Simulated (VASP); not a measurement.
Wanted: the native input for a VASP 6.6.1 run.

```
Task                   : relaxation of cell and atoms
Functional             : PBEsol
Dispersion             : D3(BJ)
Potentials or basis    : VASP PAW PBE potentials, release 64 (Al, O)
Cutoff                 : 600 eV
k mesh                 : 4 × 4 × 2, shifted
Occupations            : gaussian, width 0.01 eV
Spin                   : no spin polarisation
Dipole correction      : no
Further INCAR settings : ALGO = Normal; EDIFF = 1e-06; ISYM = 0; IBRION = 2; EDIFFG = -0.01; NSW = 100; ISIF = 3
```

The structure of Al2O3 lies in POSCAR:

```
Al2O3
1.0
    2.8843250000      0.0000000000      0.0000000000
   -1.4421620000      2.4978990000      0.0000000000
    0.0000000000      0.0000000000      9.3367540000
Al O
2 3
Direct
    0.0000000000      0.0000000000      0.1499920000
    0.0000000000      0.0000000000      0.8500080000
    0.3333333333      0.6666666667      0.2223170000
    0.6666666667      0.3333333333      0.0000000000
    0.3333333333      0.6666666667      0.7776830000
```

The input as run:

INCAR

```
SYSTEM = Al2O3
ALGO     = Normal         ! electronic algorithm
EDIFF    = 1E-6           ! SCF threshold, eV
EDIFFG   = -0.01          ! ionic threshold
ENCUT    = 600            ! plane-wave cutoff, eV
GGA      = PS             ! functional
IBRION   = 2              ! ionic algorithm
ISIF     = 3              ! what is computed and relaxed
ISMEAR   = 0              ! smearing method
ISYM     = 0            
IVDW     = 12             ! dispersion correction
LASPH    = .True.         ! aspherical terms in the spheres
LCHARG   = .False.        ! write CHGCAR
LREAL    = .False.        ! projectors in reciprocal space
LWAVE    = .False.        ! write WAVECAR
NELM     = 80             ! most SCF steps
NSW      = 100            ! ionic steps
PREC     = Accurate       ! precision mode
SIGMA    = 0.01           ! smearing width, eV
```

KPOINTS

```
Automatic mesh
0
Gamma
  4 4 2
  0.5 0.5 0.5
```

Potentials or basis: VASP PAW PBE potentials, release 64 (Al, O).

Command:

```sh
$ cat potpaw_PBE.64/Al/POTCAR potpaw_PBE.64/O/POTCAR > POTCAR
$ mpirun -np 1 vasp_std > vasp.out
```

It gave:

| Quantity | Value |
| --- | --- |
| Relaxed volume | 10.10 Å³/atom |
| Relaxed cell | a = 2.850 Å, b = 2.850 Å, c = 7.178 Å, α = 90.00°, β = 90.00°, γ = 120.00° |
| Space group after relaxing (to 0.05 Å) | P-6m2 (No. 187) |
| Energy gained by relaxing | 35.7 meV/atom |
| Ionic steps | 26 |
| Pressure after relaxing | 0.1 GPa |
| Largest force after relaxing | 0.007 eV/Å |
| Band gap on the k mesh | 5.89 eV, indirect (least direct gap 5.92 eV) |
| Dispersion energy per atom | -0.163 eV |

Caveat: the k points lie up to 0.64 Å⁻¹ apart in the final cell; the volume moved by over 15 % at a fixed basis, so the end points are rough; the PAW data sets were made with another functional, which shifts forces and pressure a little.

It took 11 min on 1 thread of Intel(R) Xeon(R) Platinum 8488C (Sapphire Rapids), on a shared host, peak memory 0.24 GiB.
